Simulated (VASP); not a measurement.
Runs of VASP 6.6.1 on C. The structure is that of space group Fd-3m (No. 227), or close to it. The cells are those of the table. 

```tsv
cell	gap on the mesh (eV)	pressure (GPa)	largest force (eV/Å)
a = 2.632, b = 2.523, c = 2.523 Å, angles 57.1, 58.6, 58.6°, 2 atoms	3.09	6.6	0.29
a = 2.554, b = 2.522, c = 2.522 Å, angles 59.2, 59.6, 59.6°, 2 atoms	4.09	(b)	0.08
a = 2.459, b = 2.523, c = 2.523 Å, angles 61.7, 60.8, 60.8°, 2 atoms	3.79	3.8	0.16
a = 2.538, b = 2.522, c = 2.522 Å, angles 59.6, 59.8, 59.8°, 2 atoms	4.14	2.5	0.04
a = 2.569, b = 2.522, c = 2.522 Å, angles 58.8, 59.4, 59.4°, 2 atoms	(a)	3.2	0.12
a = 2.617, b = 2.523, c = 2.523 Å, angles 57.5, 58.8, 58.8°, 2 atoms	3.32	5.5	0.25
a = 2.601, b = 2.523, c = 2.523 Å, angles 57.9, 59.0, 59.0°, 2 atoms	3.56	4.5	(c)
```

Alike in all rows: task single point; level PBE; potentials or basis VASP PAW PBE potentials, release 64 (C); no spin polarisation; k mesh 12 × 12 × 12; cutoff (eV) 520; smearing gaussian 0.05 eV.

Question: Estimate the missing entries.

Answer: (a) 3.96; (b) 2.8; (c) 0.20.

A k mesh can miss the band edges.
